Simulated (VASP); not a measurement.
Ni:

```
Ni
1.0
     2.27759    0.00000    0.00000
     0.00000    2.27759    0.00000
     0.00000    0.00000    2.27759
Ni
1
Direct
  0.00000 0.00000 0.00000
```

* Program: VASP 6.6.1
* Task: relaxation of cell and atoms
* Functional: BLYP
* Potentials or basis: VASP PAW PBE potentials, release 64 (Ni)
* Cutoff: 600 eV
* k mesh: 14 × 14 × 14
* Occupations: fermi-dirac, width 0.1 eV
* Spin: no spin polarisation

At the start: pressure 18.7 GPa; volume 11.81 Å³/atom.

Where does the relaxation end?

Over 3 steps the energy falls by 75.3 meV/atom and the volume is 13.27 Å³/atom (+12.3 %); space group Pm-3m (No. 221, to 0.05 Å).

The path:
```tsv
step	energy change (eV)	largest force (eV/Å)	pressure (GPa)	volume (Å³)
1	0.0000	0.0000	18.67	11.81
2	-0.0477	0.0000	-7.72	14.33
3	-0.0753	0.0000	-0.04	13.27
```

Final structure:
```cif
data_structure
_symmetry_space_group_name_H-M 'P 1'
_symmetry_Int_Tables_number 1
_cell_length_a 2.3674
_cell_length_b 2.3674
_cell_length_c 2.3674
_cell_angle_alpha 90.000
_cell_angle_beta 90.000
_cell_angle_gamma 90.000
_cell_volume 13.27
loop_
_atom_site_label
_atom_site_type_symbol
_atom_site_fract_x
_atom_site_fract_y
_atom_site_fract_z
_atom_site_occupancy
Ni1 Ni 0.00000 0.00000 0.00000 1
```

Caveat: the PAW data sets were made with another functional, which shifts forces and pressure a little; the run has no spin polarisation, though such a crystal can be magnetic.
